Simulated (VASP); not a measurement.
Al5As:

```
Al As
1.0
     4.58733    0.00000    0.00000
    -2.29367    3.97275    0.00000
     0.00000    0.00000    5.88469
Al As
5 1
Direct
  0.33333 0.66667 0.24748
  0.33333 0.66667 0.75252
  0.66667 0.33333 0.75252
  0.66667 0.33333 0.24748
  0.00000 0.00000 0.50000
  0.00000 0.00000 0.00000
```

The cell was built from a structure type or drawn by symmetry, and may not be a known phase.

```yaml
Program: VASP 6.6.1
Task: relaxation of cell and atoms
Functional: PBE
Potentials_or_basis: VASP PAW PBE potentials, release 64 (Al, As)
Cutoff: 600 eV
k_mesh: 12 × 12 × 6
Occupations: gaussian, width 0.1 eV
Spin: no spin polarisation
```

At the start: pressure 0.4 GPa; volume 17.87 Å³/atom.

Question: How do energy, volume and symmetry change on relaxing?

Answer: Over 8 steps the energy falls by 8.8 meV/atom and the volume is 17.85 Å³/atom (-0.1 %); space group P6/mmm (No. 191, to 0.1 Å) before and after.

The path:
| step | energy change (eV) | largest force (eV/Å) | pressure (GPa) | volume (Å³) |
| --- | --- | --- | --- | --- |
| 1 | 0.0000 | 0.1761 | 0.35 | 107.24 |
| 2 | -0.0272 | 0.1515 | -0.23 | 107.85 |
| 3 | -0.0422 | 0.1078 | -0.85 | 108.54 |
| 4 | -0.0445 | 0.0817 | -1.05 | 108.85 |
| 5 | -0.0523 | 0.0155 | 0.27 | 106.64 |
| 6 | -0.0527 | 0.0295 | 0.03 | 107.02 |
| 7 | -0.0529 | 0.0166 | 0.01 | 107.05 |
| 8 | -0.0531 | 0.0030 | -0.02 | 107.10 |

Final structure:
```cif
data_structure
_symmetry_space_group_name_H-M 'P 1'
_symmetry_Int_Tables_number 1
_cell_length_a 4.6729
_cell_length_b 4.6729
_cell_length_c 5.6637
_cell_angle_alpha 90.000
_cell_angle_beta 90.000
_cell_angle_gamma 120.000
_cell_volume 107.10
loop_
_atom_site_label
_atom_site_type_symbol
_atom_site_fract_x
_atom_site_fract_y
_atom_site_fract_z
_atom_site_occupancy
Al1 Al 0.33333 0.66667 0.25373 1
Al2 Al 0.33333 0.66667 0.74627 1
Al3 Al 0.66667 0.33333 0.74627 1
Al4 Al 0.66667 0.33333 0.25373 1
Al5 Al 0.00000 0.00000 0.50000 1
As1 As 0.00000 0.00000 0.00000 1
```

Caveat: the highest band is partly filled, so the run has too few bands.
